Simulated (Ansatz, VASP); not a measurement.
NaCl in VASP and in Ansatz

```xyz
2
Lattice="3.3621 0.0000 0.0000 0.0000 3.3621 0.0000 0.0000 0.0000 3.5022" Properties=species:S:1:pos:R:3 pbc="T T T"
Na    0.0000    0.0000    0.0000
Cl    1.6811    1.6811    1.7511
```

Change from the starting cell: strain -0.040 along x and y, +0.000 along z, atoms carried along.

Alike in both runs: task single point; functional PBEsol; k mesh 6 × 6 × 6; occupations gaussian, width 0.05 eV; no spin polarisation.

```csv
,VASP,Ansatz
version,VASP 6.6.1,Ansatz 0.2.0
potentials or method,"VASP PAW PBE potentials, release 64 (Na_pv, Cl), cutoff 520 eV","scalar-relativistic, plane waves, PAW"
valence electrons in the cell,14,16
```

Ansatz gave:

```
gap on the k mesh at the Fermi level (eV)                     : 3.99
least direct gap on the mesh (eV)                             : 4.53
pressure (GPa)                                                : 1.1
traceless stress, the component that is largest in VASP (GPa) : -2.29
```

Problem. What did VASP give for the same quantities?

Solution. gap on the k mesh at the Fermi level (eV): 3.99; least direct gap on the mesh (eV): 4.52; pressure (GPa): 1.1; traceless stress, the component that is largest in VASP (GPa): -2.29.

VASP's potentials were made for PBE, not for PBEsol. VASP's potentials hold 14 valence electrons a cell and Ansatz's 16, so a difference there can come from the potentials and not from the codes.
